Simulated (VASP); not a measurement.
A run of VASP 6.6.1 is set up as follows.

File INCAR:

```
SYSTEM = Al3GaN4
PREC     = Accurate       ! precision mode
ENCUT    = 600            ! plane-wave cutoff, eV
EDIFF    = 1E-6           ! SCF threshold, eV
ISMEAR   = 0              ! smearing method
SIGMA    = 0.02           ! smearing width, eV
LREAL    = .False.        ! projectors in reciprocal space
LASPH    = .True.         ! aspherical terms in the spheres
NELM     = 80             ! most SCF steps
ALGO     = Normal         ! electronic algorithm
ISIF     = 3              ! what is computed and relaxed
LWAVE    = .False.        ! write WAVECAR
LCHARG   = .False.        ! write CHGCAR
GGA      = PS             ! functional
IBRION   = 2              ! ionic algorithm
NSW      = 70             ! ionic steps
EDIFFG   = -0.008         ! ionic threshold
PSTRESS  = 100.0
```

File KPOINTS:

```
regular mesh
0
Gamma
  6 8 4
  0 0 0
```

POSCAR

```
Al3GaN4
1.0
    4.9631370657      0.0000000000     -0.0000557757
    0.0000000000      3.0830137963      0.0000000000
   -0.0033662718      0.0000000000      5.3357980399
Al Ga N
3 1 4
Direct
    0.5003942343      0.5000000000      0.1673938066
    0.0010669126      0.5000000000      0.8348667899
    0.0012338454      0.0000000000      0.3316152267
    0.4993776145      0.0000000000      0.6661559202
    0.1109338142      0.0000000000      0.6663068560
    0.1224203467      0.5000000000      0.1671931559
    0.6250226792      0.5000000000      0.8401959448
    0.6231495530      0.0000000000      0.3262732997
```

Potentials or basis: VASP PAW PBE potentials, release 64 (Al, Ga_d, N).

The run is started by

```sh
$ cat potpaw_PBE.64/Al/POTCAR potpaw_PBE.64/Ga_d/POTCAR potpaw_PBE.64/N/POTCAR > POTCAR
$ mpirun -np 1 vasp_std > vasp.out
```

**Question.** What does it give for the band gap on the k mesh?

**Answer.** 3.87 eV, direct.

Final structure:
```
Al Ga N
1.0
     4.96018    0.00000   -0.00014
     0.00000    3.08396    0.00000
    -0.00345    0.00000    5.33691
Al Ga N
3 1 4
Direct
  0.50052 0.50000 0.16747
  0.00134 0.50000 0.83493
  0.00140 0.00000 0.33154
  0.49939 0.00000 0.66609
  0.11082 0.00000 0.66627
  0.12232 0.50000 0.16726
  0.62481 0.50000 0.84007
  0.62301 0.00000 0.32637
```

Caveat: the cell is relaxed towards a set pressure, so the enthalpy falls and the energy may rise. A k mesh can miss the band edges.
